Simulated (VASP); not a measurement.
A run of VASP 6.6.1 is set up as follows.

INCAR

```
PREC = Accurate
ENCUT = 520
EDIFF = 1E-6
ISMEAR = 0
SIGMA = 0.15
LREAL = F
LASPH = T
NELM = 60
ALGO = Fast
ISIF = 2
LWAVE = F
LCHARG = F
GGA = CA
NBANDS = 9
```

Contents of KPOINTS:

```
Automatic mesh
0
Gamma
  30 30 18
```

POSCAR

```
Be
1.0
    2.2262148884      0.0000000000      0.0000000000
   -1.1131074442      1.9279586477      0.0000000000
    0.0000000000      0.0000000000      3.5165759776
Be
2
Direct
    0.3333333333      0.6666666667      0.2500000000
    0.6666666667      0.3333333333      0.7500000000
```

Potentials or basis: VASP PAW LDA potentials, release 64 (Be).

Launch:

```bash
$ cat potpaw_LDA.64/Be/POTCAR > POTCAR
$ mpirun -np 1 vasp_std > vasp.out
```

Q: What does it give for the band gap on the k mesh?

A: Zero (band 2 reaches 8.20 eV, above the bottom of band 3 at 6.02 eV).

Q: Estimate the pressure.

A: 0.5 GPa.

Stress tensor (GPa, compression positive):
```
 0.75  0.00  0.00
 0.00  0.75  0.00
 0.00  0.00 -0.09
```
